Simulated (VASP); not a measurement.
# HfC (Fm-3m) in VASP: further runs

Runs on HfC. Level: PBE. Tasks: single point, relaxation of the atoms.

Program: VASP 6.6.1. These are calculated values, not measurements. Logs are shortened: lines on timing, memory, paths and dates and some standing lists are left out, and cuts for length are marked.

## 1. The cell of the first run

The structure is cubic, space group Fm-3m (No. 225). The conventional cell has a = 4.634 Å, b = 4.634 Å, c = 4.634 Å, α = 90.00°, β = 90.00°, γ = 90.00°. Hf (site symmetry m-3m) has 6 C at 2.32 Å within 3.1 Å. C (site symmetry m-3m) has 6 Hf at 2.32 Å within 3.1 Å.

## 2. Single point, PBE

The input, INCAR:

```
PREC = Accurate ; ENCUT = 520
EDIFF = 1E-6 ; ISMEAR = -1
SIGMA = 0.05 ; LREAL = False
LASPH = True ; NELM = 100
ALGO = Normal ; ISIF = 2
LWAVE = False ; LCHARG = False
GGA = PE ; NBANDS = 14
```

The input, KPOINTS:

```
Automatic mesh
0
Gamma
  13 13 13
```

The input, POSCAR:

```
HfC
1.0
    0.0000000000      2.3171388429      2.3171388429
    2.3171388429      0.0000000000      2.3171388429
    2.3171388429      2.3171388429      0.0000000000
Hf C
1 1
Direct
    0.0000000000      0.0000000000      0.0000000000
    0.5000000000      0.5000000000      0.5000000000
```

Potentials or basis: VASP PAW PBE potentials, release 64 (Hf_pv, C).

On the command line:

```
$ cat potpaw_PBE.64/Hf_pv/POTCAR potpaw_PBE.64/C/POTCAR > POTCAR
$ mpirun -np 1 vasp_std > vasp.out
```

OUTCAR:

```text
PREC = Accurate
   ENCUT = 520
   EDIFF = 1E-6
   ISMEAR = -1
   LREAL = False
   LASPH = True
   NELM = 100
   ISIF = 2
   GGA = PE

 ion  position               nearest neighbor table
   1  0.000  0.000  0.000-   2 2.32   2 2.32   2 2.32   2 2.32   2 2.32   2 2.32
   2  0.500  0.500  0.500-   1 2.32   1 2.32   1 2.32   1 2.32   1 2.32   1 2.32

  LATTYP: Found a face centered cubic cell.
 ALAT       =     4.6342776858

  Lattice vectors:

 A1 = (   0.0000000000,   2.3171388429,   2.3171388429)
 A2 = (   2.3171388429,   0.0000000000,   2.3171388429)
 A3 = (   2.3171388429,   2.3171388429,   0.0000000000)

Analysis of symmetry for initial positions (statically):
=====================================================================
 Subroutine PRICEL returns:
 Original cell was already a primitive cell.

 Routine SETGRP: Setting up the symmetry group for a
 face centered cubic supercell.

 Subroutine GETGRP returns: Found 48 space group operations
 (whereof 48 operations were pure point group operations)
 out of a pool of 48 trial point group operations.

The static configuration has the point symmetry O_h .

Analysis of symmetry for dynamics (positions and initial velocities):
=====================================================================
 Subroutine PRICEL returns:
 Original cell was already a primitive cell.

 Routine SETGRP: Setting up the symmetry group for a
 face centered cubic supercell.

 Subroutine GETGRP returns: Found 48 space group operations
 (whereof 48 operations were pure point group operations)
 out of a pool of 48 trial point group operations.

The dynamic configuration has the point symmetry O_h .

 Subroutine INISYM returns: Found 48 space group operations
 (whereof 48 operations are pure point group operations),
 and found     1 'primitive' translations

----------------------------------------------------------------------------------------

                                     Primitive cell

  volume of cell :      24.8821

  direct lattice vectors                    reciprocal lattice vectors
     0.000000000  2.317138843  2.317138843    -0.215783358  0.215783358  0.215783358
     2.317138843  0.000000000  2.317138843     0.215783358 -0.215783358  0.215783358
     2.317138843  2.317138843  0.000000000     0.215783358  0.215783358 -0.215783358

  length of vectors
     3.276929178  3.276929178  3.276929178     0.373747739  0.373747739  0.373747739

  position of ions in fractional coordinates (direct lattice)
     0.000000000  0.000000000  0.000000000
[... 88 lines left out ...]
   PSTRESS=    0.0 pullay stress
   NELECT =      14.0000    total number of electrons
   NUPDOWN=      -1.0000    fix difference up-down
   EMIN   =  10.00;   EMAX   =-10.00  energy-range for DOS
   EFERMI =   0.00;   METHOD = LEGACY
   ISMEAR =    -1;   SIGMA  =   0.05  broadening in eV -4-tet -1-fermi 0-gaus
   EFERMI_NEDOS =   21; number of points for ismear=-14 and -15
   IALGO  =     38    algorithm
   IMIX   =      4    mixing-type and parameters
     AMIX     =   0.40;   BMIX     =  1.00
     AMIX_MAG =   1.60;   BMIX_MAG =  1.00
  volume/ion in A,a.u.               =      12.44        83.96
  Fermi-wavevector in a.u.,A,eV,Ry     =   1.351519  2.554000 24.852447  1.826603
  Thomas-Fermi vector in A             =   2.478934
   LORBIT       =      0    0 simple, 1 ext, 2 COOP (PROOUT), +10 PAW based schemes
   GGA     = PE    functional components
   LHFCALC =     F    Hartree Fock is set to
   AEXX    =    0.0000 exact exchange contribution
   IVDW    =     0    specifies the selected vdW correction
   LEPSILON=     F    determine dielectric tensor
   LRPA    =     F    only Hartree local field effects (RPA)
 non-spin polarized calculation
  energy-cutoff  :      520.00
  volume of cell :       24.88
 maximum number of plane-waves:       684
   NGX = 13   NGY = 13   NGZ = 13

 number of electron      14.0000001 magnetization

 Free energy of the ion-electron system (eV)
  ---------------------------------------------------
  ext. energy  EPLUGINS =         0.00000000
  ---------------------------------------------------
  free energy    TOTEN  =       -21.04572219 eV

  energy without entropy =      -21.04343765  energy(sigma->0) =      -21.04457992

 E-fermi :   6.0156     XC(G=0): -12.3356

 val. band max:        5.9234447381   @ k =   0.4615   0.4615   0.0000
 cond. band min:       6.0507312925   @ k =   0.0769   0.0000   0.0000
 fundamental gap:      0.1272865544
 Fermi energy:         6.0156379861

 k-point     1 :       0.0000    0.0000    0.0000
  band No.  band energies     occupation
      1     -23.4901      2.00000
      2     -23.4901      2.00000
      3     -23.4901      2.00000
      4      -6.3293      2.00000
      5       7.0365      0.00000
      6       7.0365      0.00000
      7       7.0365      0.00000
      8       7.4266      0.00000
      9       7.4266      0.00000
     10       7.4266      0.00000
     11       9.4545      0.00000
     12       9.4545      0.00000
     13      12.9805      0.00000
     14      17.0623      0.00000
[... 377 lines left out ...]
      1     -24.0984      2.00000
      2     -23.6381      2.00000
      3     -23.6016      2.00000
      4      -3.2889      2.00000
      5       0.9221      2.00000
      6       3.2208      2.00000
      7       3.6705      2.00000
      8       8.8207      0.00000
      9      11.6708      0.00000
     10      11.9640      0.00000
     11      14.4677      0.00000
     12      15.1390      0.00000
     13      17.5830      0.00000
     14      19.0366      0.00000

 [... further k-points ...]

------------------------ aborting loop because EDIFF is reached ----------------------------------------

  FORCE on cell =-STRESS in cart. coord.  units (eV):
  Direction    XX          YY          ZZ          XY          YZ          ZX
  --------------------------------------------------------------------------------------
  -------------------------------------------------------------------------------------
  Total        0.3103182      0.3103182      0.3103182      0.0000000      0.0000000     -0.0000000
  in kB       19.9816671     19.9816671     19.9816671      0.0000000      0.0000000     -0.0000000
  external PRESSURE =      19.9816671 kB  Pullay stress =       0.0000000 kB

 VOLUME and BASIS-vectors are now :
 -----------------------------------------------------------------------------
  energy-cutoff  :      520.00
  volume of cell :       24.88
      direct lattice vectors                 reciprocal lattice vectors
     0.000000000  2.317138843  2.317138843    -0.215783358  0.215783358  0.215783358
     2.317138843  0.000000000  2.317138843     0.215783358 -0.215783358  0.215783358
     2.317138843  2.317138843  0.000000000     0.215783358  0.215783358 -0.215783358

 POSITION                                       TOTAL-FORCE (eV/Angst)
 -----------------------------------------------------------------------------------
      0.00000      0.00000      0.00000        -0.000000      0.000000     -0.000000
      2.31714      2.31714      2.31714         0.000000     -0.000000      0.000000
 -----------------------------------------------------------------------------------
    total drift:                                0.000000     -0.000000     -0.000000

  FREE ENERGIE OF THE ION-ELECTRON SYSTEM (eV)
  ---------------------------------------------------
  free  energy   TOTEN  =       -21.0457221917 eV

  energy  without entropy=      -21.0434376487  energy(sigma->0) =      -21.04457992
```

It took 31 s on 1 thread of Intel Xeon 8259CL, shared host; peak memory 0.16 GiB.

What came out:

* Free energy: -21.0457 eV
* Pressure: 2.0 GPa
* Band gap on the k mesh: zero (band 7 reaches 7.04 eV, above the bottom of band 8 at 5.64 eV)

Levels at points of the mesh, in eV from the Fermi level:
```csv
k point,band 4,band 5,band 6,band 7,band 8,band 9,band 10,band 11
"(0.00, 0.00, 0.00)",-12.34,1.02,1.02,1.02,1.41,1.41,1.41,3.44
```

Caveat: spin-orbit coupling is left out, which moves the levels of the heavy elements.

## 3. Single point, PBE

The input, INCAR:

```
SYSTEM = HfC
  ALGO = Normal
  EDIFF = 1E-6
  ENCUT = 520
  GGA = PE
  ISIF = 2
  ISMEAR = -1
  LASPH = .True.
  LCHARG = .True.
  LELF = .True.
  LREAL = .False.
  LVHAR = .True.
  LWAVE = .False.
  NBANDS = 14
  NELM = 60
  PREC = Accurate
  SIGMA = 0.05
```

The input, KPOINTS:

```
k-points
0
Gamma
  13 13 13
  0 0 0
```

POSCAR is that of step 2.

Potentials or basis: VASP PAW PBE potentials, release 64 (Hf_pv, C).

On the command line:

```
$ cat potpaw_PBE.64/Hf_pv/POTCAR potpaw_PBE.64/C/POTCAR > POTCAR
$ mpirun -np 1 vasp_std > vasp.out
```

Wall time 25 s (1 thread of Intel Xeon 8259CL, shared host); peak memory 0.16 GiB.

The run converged. Its results:

* Free energy: -21.0457 eV
* Pressure: 2.0 GPa
* Band gap on the k mesh: zero (band 7 reaches 7.04 eV, above the bottom of band 8 at 5.64 eV)

Levels at points of the mesh, in eV from the Fermi level:
```
           k point  band 4  band 5  band 6  band 7  band 8  band 9  band 10  band 11
(0.00, 0.00, 0.00)  -12.34    1.02    1.02    1.02    1.41    1.41     1.41     3.44
```

Caveat: spin-orbit coupling is left out, which moves the levels of the heavy elements.

## 4. Relaxation of the atoms, PBE

This run uses another cell than the first one, of 7.46 Å³/atom, 0.600 times its volume.

The input, INCAR:

```
SYSTEM = HfC
PREC     = Accurate       ! precision mode
ENCUT    = 520            ! plane-wave cutoff, eV
EDIFF    = 1E-6           ! SCF threshold, eV
ISMEAR   = -1             ! smearing method
SIGMA    = 0.05           ! smearing width, eV
LREAL    = .False.        ! projectors in reciprocal space
LASPH    = .True.         ! aspherical terms in the spheres
NELM     = 100            ! most SCF steps
ALGO     = Normal         ! electronic algorithm
ISIF     = 2              ! what is computed and relaxed
LWAVE    = .False.        ! write WAVECAR
LCHARG   = .False.        ! write CHGCAR
GGA      = PE             ! functional
IBRION   = 2              ! ionic algorithm
NSW      = 50             ! ionic steps
EDIFFG   = -0.01          ! ionic threshold
```

The input, KPOINTS:

```
regular mesh
0
Gamma
  13 13 13
  0 0 0
```

The input, POSCAR:

```
HfC
1.0
    0.0000000000      1.9543505901      1.9543505901
    1.9543505901      0.0000000000      1.9543505901
    1.9543505901      1.9543505901      0.0000000000
Hf C
1 1
Direct
    0.0000000000      0.0000000000      0.0000000000
    0.5000000000      0.5000000000      0.5000000000
```

On the command line:

```
$ cat potpaw_PBE.64/Hf_pv/POTCAR potpaw_PBE.64/C/POTCAR > POTCAR
$ mpirun -np 1 vasp_std > vasp.out
```

It took 16 s on 1 thread of Intel Xeon 8259CL, shared host; peak memory 0.15 GiB.

It converged, with:

```
Free energy             : -13.8947 eV
Pressure after relaxing : 345.8 GPa
Band gap on the k mesh  : zero (band 7 reaches 11.91 eV, above the bottom of band 8 at 10.38 eV)
```

Final structure:
```
Hf C
1.0
     0.00000    1.95435    1.95435
     1.95435    0.00000    1.95435
     1.95435    1.95435    0.00000
Hf C
1 1
Direct
  0.00000 0.00000 0.00000
  0.50000 0.50000 0.50000
```

Levels at points of the mesh, in eV from the Fermi level:
```tsv
k point	band 4	band 5	band 6	band 7	band 8	band 9	band 10	band 11
(0.00, 0.00, 0.00)	-14.76	0.84	0.84	0.84	1.12	1.12	1.12	4.74
```

Caveat: the relaxation stopped at its first step, so nothing moved; spin-orbit coupling is left out, which moves the levels of the heavy elements.
